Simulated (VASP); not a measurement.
The system is GaN.

```
CELL_PARAMETERS angstrom
0.00000 2.26842 2.26842
2.26842 0.00000 2.26842
2.26842 2.26842 0.00000
ATOMIC_POSITIONS crystal
Ga 0.00000 0.00000 0.00000
N 0.25000 0.25000 0.25000
```

Base run:

| Item | Value |
| --- | --- |
| Program | VASP 6.6.1 |
| Functional | RPBE |
| Potentials or basis | VASP PAW PBE potentials, release 64 (Ga_d, N) |
| Cutoff | 520 eV |
| k mesh | 10 × 10 × 10 |
| Occupations | fermi-dirac, width 0.05 eV |
| Spin | no spin polarisation |

Its results: band gap on the k mesh 1.65 eV, direct; pressure 5.2 GPa.

Question: The run is repeated on the same cell with these changes: functional from RPBE to revPBE. What comes out?

Answer: Band gap on the k mesh 1.64 eV, direct; pressure 4.2 GPa.

Caveats: the PAW data sets were made with another functional, which shifts forces and pressure a little.

